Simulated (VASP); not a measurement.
# AgAu3 (Pm-3m) in VASP: relaxation of cell and atoms with LDA

Aim: the relaxation of cell and atoms of AgAu3 with LDA.

Everything below comes from runs of VASP 6.6.1. Logs are shortened: lines on timing, memory, paths and dates and some standing lists are left out, and cuts for length are marked.

## Step 1: The cell of the first run

Symmetry: Pm-3m, No. 221, cubic system. The conventional cell has a = 4.075 Å, b = 4.075 Å, c = 4.075 Å, α = 90.00°, β = 90.00°, γ = 90.00°. Au (site symmetry 4/mmm) has 8 Au at 2.88 Å and 4 Ag at 2.88 Å within 3.8 Å. Within 3.8 Å of Ag (site symmetry m-3m) lie 12 Au at 2.88 Å.

## Step 2: Relaxation of cell and atoms, LDA

INCAR

```
PREC = Accurate ; ENCUT = 600
EDIFF = 1E-7 ; ISMEAR = -1
SIGMA = 0.1 ; LREAL = False
LASPH = True ; NELM = 100
ALGO = Normal ; ISIF = 3
LWAVE = False ; LCHARG = False
GGA = CA ; IBRION = 2
NSW = 80 ; EDIFFG = -0.02
```

KPOINTS

```
regular mesh
0
Gamma
  4 4 4
```

POSCAR

```
AgAu3
1.0
    4.0750000000      0.0000000000      0.0000000000
    0.0000000000      4.0750000000      0.0000000000
    0.0000000000      0.0000000000      4.0750000000
Au Ag
3 1
Direct
    0.0000000000      0.0000000000      0.0000000000
    0.0000000000      0.5000000000      0.5000000000
    0.5000000000      0.0000000000      0.5000000000
    0.5000000000      0.5000000000      0.0000000000
```

Potentials or basis: VASP PAW LDA potentials, release 64 (Au, Ag).

On the command line:

```sh
$ cat potpaw_LDA.64/Au/POTCAR potpaw_LDA.64/Ag/POTCAR > POTCAR
$ mpirun -np 1 vasp_std > vasp.out
```

OUTCAR:

```text
PREC = Accurate
   ENCUT = 600
   EDIFF = 1E-7
   ISMEAR = -1
   LREAL = False
   LASPH = True
   NELM = 100
   ISIF = 3
   GGA = CA
   IBRION = 2
   NSW = 80
   EDIFFG = -0.02

 ion  position               nearest neighbor table
   1  0.000  0.000  0.000-   2 2.88   3 2.88   4 2.88   2 2.88   3 2.88   2 2.88   4 2.88   2 2.88
                             3 2.88   4 2.88   3 2.88   4 2.88
   2  0.000  0.500  0.500-   1 2.88   3 2.88   4 2.88   1 2.88   4 2.88   1 2.88   3 2.88   1 2.88
                             3 2.88   4 2.88   4 2.88   3 2.88
   3  0.500  0.000  0.500-   1 2.88   2 2.88   4 2.88   1 2.88   4 2.88   2 2.88   4 2.88   4 2.88
                             1 2.88   2 2.88   1 2.88   2 2.88
   4  0.500  0.500  0.000-   1 2.88   2 2.88   3 2.88   2 2.88   3 2.88   1 2.88   3 2.88   3 2.88
                             1 2.88   2 2.88   2 2.88   1 2.88

  LATTYP: Found a simple cubic cell.
 ALAT       =     4.0750000000

  Lattice vectors:

 A1 = (   4.0750000000,   0.0000000000,   0.0000000000)
 A2 = (   0.0000000000,   4.0750000000,   0.0000000000)
 A3 = (   0.0000000000,   0.0000000000,   4.0750000000)

Analysis of symmetry for initial positions (statically):
=====================================================================
 Subroutine PRICEL returns:
 Original cell was already a primitive cell.

 Routine SETGRP: Setting up the symmetry group for a
 simple cubic supercell.

 Subroutine GETGRP returns: Found 48 space group operations
 (whereof 16 operations were pure point group operations)
 out of a pool of 48 trial point group operations.

The static configuration has the point symmetry D_4h.
 The point group associated with its full space group is O_h .

Analysis of symmetry for dynamics (positions and initial velocities):
=====================================================================
 Subroutine PRICEL returns:
 Original cell was already a primitive cell.

 Routine SETGRP: Setting up the symmetry group for a
 simple cubic supercell.

 Subroutine GETGRP returns: Found 48 space group operations
 (whereof 16 operations were pure point group operations)
 out of a pool of 48 trial point group operations.

The dynamic configuration has the point symmetry D_4h.
 The point group associated with its full space group is O_h .

 Subroutine INISYM returns: Found 48 space group operations
 (whereof 16 operations are pure point group operations),
 and found     1 'primitive' translations

----------------------------------------------------------------------------------------

                                     Primitive cell

  volume of cell :      67.6679

  direct lattice vectors                    reciprocal lattice vectors
     4.075000000  0.000000000  0.000000000     0.245398773  0.000000000  0.000000000
     0.000000000  4.075000000  0.000000000     0.000000000  0.245398773  0.000000000
     0.000000000  0.000000000  4.075000000     0.000000000  0.000000000  0.245398773

  length of vectors
     4.075000000  4.075000000  4.075000000     0.245398773  0.245398773  0.245398773

  position of ions in fractional coordinates (direct lattice)
     0.000000000  0.000000000  0.000000000
     0.000000000  0.500000000  0.500000000
     0.500000000  0.000000000  0.500000000
     0.500000000  0.500000000  0.000000000

  ion indices of the primitive-cell ions
   primitive index   ion index
                 1           1
                 2           2
                 3           3
                 4           4

----------------------------------------------------------------------------------------

 KPOINTS: regular mesh

Automatic generation of k-mesh.
 Grid dimensions read from file:
 generate k-points for:    4    4    4

 Generating k-lattice:

  Cartesian coordinates                     Fractional coordinates (reciprocal lattice)
     0.061349693  0.000000000  0.000000000     0.250000000  0.000000000  0.000000000
     0.000000000  0.061349693  0.000000000     0.000000000  0.250000000  0.000000000
     0.000000000  0.000000000  0.061349693     0.000000000  0.000000000  0.250000000

  Length of vectors
     0.061349693  0.061349693  0.061349693

  Shift w.r.t. Gamma in fractional coordinates (k-lattice)
     0.000000000  0.000000000  0.000000000

 Subroutine IBZKPT returns following result:
 ===========================================

 Found     10 irreducible k-points:

 Following reciprocal coordinates:
            Coordinates               Weight
  0.000000  0.000000  0.000000      1.000000
  0.250000  0.000000  0.000000      6.000000
  0.500000  0.000000  0.000000      3.000000
  0.250000  0.250000  0.000000     12.000000
  0.500000  0.250000  0.000000     12.000000
  0.500000  0.500000  0.000000      3.000000
  0.250000  0.250000  0.250000      8.000000
  0.500000  0.250000  0.250000     12.000000
  0.500000  0.500000  0.250000      6.000000
  0.500000  0.500000  0.500000      1.000000
   k-points           NKPTS =     10   k-points in BZ     NKDIM =     10   number of bands    NBANDS=     26
   number of dos      NEDOS =    301   number of ions     NIONS =      4
   total plane-waves  NPLWV =  46656
   dimension x,y,z NGX =    36 NGY =   36 NGZ =   36
   dimension x,y,z NGXF=    72 NGYF=   72 NGZF=   72
   ions per type =               3   1
   NGX,Y,Z   is equivalent  to a cutoff of  14.69, 14.69, 14.69 a.u.
   NGXF,Y,Z  is equivalent  to a cutoff of  29.37, 29.37, 29.37 a.u.
 SYSTEM =  unknown system
   PREC   = accura    normal or accurate (medium, high low for compatibility)
   ISTART =      0    job   : 0-new  1-cont  2-samecut
   ICHARG =      2    charge: 1-file 2-atom 10-const
   ISPIN  =      1    spin polarized calculation?
   LNONCOLLINEAR =      F non collinear calculations
   LSORBIT =      F    spin-orbit coupling
   LASPH  =      T    aspherical Exc in radial PAW
   ENCUT  =  600.0 eV  44.10 Ry    6.64 a.u.   8.14  8.14  8.14*2*pi/ulx,y,z
   NELM   =    100;   NELMIN=  2; NELMDL= -5     # of ELM steps
   EDIFF  = 0.1E-06   stopping-criterion for ELM
   LREAL  =      F    real-space projection
   EDIFFG = -.2E-01   stopping-criterion for IOM
   NSW    =     80    number of steps for IOM
   IBRION =      2    ionic relax: 0-MD 1-quasi-New 2-CG
   NFREE  =      1    steps in history (QN), initial steepest desc. (CG)
   ISIF   =      3    stress and relaxation
   ISYM   =      2    0-nonsym 1-usesym 2-fastsym
   POTIM  = 0.5000    time-step for ionic-motion
   TEBEG  =    0.0;   TEEND  =   0.0 temperature during run
   PSTRESS=    0.0 pullay stress
   NELECT =      44.0000    total number of electrons
   NUPDOWN=      -1.0000    fix difference up-down
   EMIN   =  10.00;   EMAX   =-10.00  energy-range for DOS
   EFERMI =   0.00;   METHOD = LEGACY
   ISMEAR =    -1;   SIGMA  =   0.10  broadening in eV -4-tet -1-fermi 0-gaus
   EFERMI_NEDOS =   21; number of points for ismear=-14 and -15
   IALGO  =     38    algorithm
   IMIX   =      4    mixing-type and parameters
     AMIX     =   0.40;   BMIX     =  1.00
     AMIX_MAG =   1.60;   BMIX_MAG =  1.00
  volume/ion in A,a.u.               =      16.92       114.16
  Fermi-wavevector in a.u.,A,eV,Ry     =   1.418289  2.680178 27.368719  2.011544
  Thomas-Fermi vector in A             =   2.539430
   LORBIT       =      0    0 simple, 1 ext, 2 COOP (PROOUT), +10 PAW based schemes
   GGA     = CA    functional components
   LHFCALC =     F    Hartree Fock is set to
   AEXX    =    0.0000 exact exchange contribution
   IVDW    =     0    specifies the selected vdW correction
   LEPSILON=     F    determine dielectric tensor
   LRPA    =     F    only Hartree local field effects (RPA)
 conjugate gradient relaxation of ions
 non-spin polarized calculation
  energy-cutoff  :      600.00
  volume of cell :       67.67
 maximum number of plane-waves:      2301
 NGX is ok and might be reduce to    36
   NGX = 17   NGY = 17   NGZ = 17

--------------------------------------- Ionic step        1  -------------------------------------------

 number of electron      44.0000005 magnetization

 Free energy of the ion-electron system (eV)
  ---------------------------------------------------
  ext. energy  EPLUGINS =         0.00000000
  ---------------------------------------------------
  free energy    TOTEN  =       -17.21927087 eV

  energy without entropy =      -17.15579999  energy(sigma->0) =      -17.18753543

------------------------ aborting loop because EDIFF is reached ----------------------------------------

  FORCE on cell =-STRESS in cart. coord.  units (eV):
  Direction    XX          YY          ZZ          XY          YZ          ZX
  --------------------------------------------------------------------------------------
  -------------------------------------------------------------------------------------
  Total       -2.0811169     -2.0811169     -2.0811169     -0.0000000      0.0000000      0.0000000
  in kB      -49.2747250    -49.2747250    -49.2747250     -0.0000000      0.0000000      0.0000000
  external PRESSURE =     -49.2747250 kB  Pullay stress =       0.0000000 kB
[... 23 lines left out ...]
  energy  without entropy=      -17.1557999949  energy(sigma->0) =      -17.18753543

--------------------------------------- Ionic step        2  -------------------------------------------

 number of electron      43.9999999 magnetization

 E-fermi :  10.3937     XC(G=0): -13.3808

 val. band max:       10.3931874354   @ k =   0.5000   0.5000   0.0000
 cond. band min:      10.4682019766   @ k =   0.2500   0.2500   0.0000
 fundamental gap:      0.0750145412
 Fermi energy:        10.3936663185

 k-point     1 :       0.0000    0.0000    0.0000
  band No.  band energies     occupation
      1       0.1027      2.00000
      2       2.6913      2.00000
      3       2.7799      2.00000
      4       2.7799      2.00000
      5       3.0400      2.00000
      6       3.0400      2.00000
[... 314 lines left out ...]
  energy  without entropy=      -17.1022395519  energy(sigma->0) =      -17.13285544

--------------------------------------- Ionic step        3  -------------------------------------------

 number of electron      44.0000000 magnetization

 Free energy of the ion-electron system (eV)
  ---------------------------------------------------
  ext. energy  EPLUGINS =         0.00000000
  ---------------------------------------------------
  free energy    TOTEN  =       -17.25041304 eV

  energy without entropy =      -17.18796985  energy(sigma->0) =      -17.21919145

 E-fermi :   9.5387     XC(G=0): -13.1019

 val. band max:        9.5325598919   @ k =   0.5000   0.5000   0.0000
 cond. band min:       9.6279804963   @ k =   0.2500   0.2500   0.0000
 fundamental gap:      0.0954206044
 Fermi energy:         9.5386820874

 k-point     1 :       0.0000    0.0000    0.0000
  band No.  band energies     occupation
      1      -0.2258      2.00000
      2       2.3316      2.00000
      3       2.3975      2.00000
      4       2.3975      2.00000
      5       2.6421      2.00000
      6       2.6421      2.00000
[... 310 lines left out ...]
  FREE ENERGIE OF THE ION-ELECTRON SYSTEM (eV)
  ---------------------------------------------------
  free  energy   TOTEN  =       -17.2504130408 eV

  energy  without entropy=      -17.1879698549  energy(sigma->0) =      -17.21919145

 reached required accuracy - stopping structural energy minimisation
```

Wall time 30 s (1 thread of AMD EPYC 9R45 (Zen 5), shared host); peak memory 0.15 GiB.

Results:

- Free energy: -17.2504 eV
- Relaxed volume: 16.43 Å³/atom
- Relaxed cell: a = 4.036 Å, b = 4.036 Å, c = 4.036 Å, α = 90.00°, β = 90.00°, γ = 90.00°
- Space group after relaxing (to 0.05 Å): Pm-3m (No. 221)
- Energy gained by relaxing: 7.8 meV/atom
- Ionic steps: 3
- Pressure after relaxing: -0.1 GPa
- Band gap on the k mesh: zero (band 22 reaches 10.62 eV, above the bottom of band 23 at 8.62 eV)

Step by step:
| step | energy change (eV) | largest force (eV/Å) | pressure (GPa) | volume (Å³) |
| --- | --- | --- | --- | --- |
| 1 | 0.0000 | 0.0000 | -4.93 | 67.67 |
| 2 | 0.0558 | 0.0000 | 9.76 | 62.70 |
| 3 | -0.0311 | 0.0000 | -0.08 | 65.73 |

Final structure:
```
CELL_PARAMETERS angstrom
4.03579 0.00000 0.00000
0.00000 4.03579 0.00000
0.00000 0.00000 4.03579
ATOMIC_POSITIONS crystal
Au 0.00000 0.00000 0.00000
Au 0.00000 0.50000 0.50000
Au 0.50000 0.00000 0.50000
Ag 0.50000 0.50000 0.00000
```

Caveat: the k points lie up to 0.39 Å⁻¹ apart in the final cell; spin-orbit coupling is left out, which moves the levels of the heavy elements.
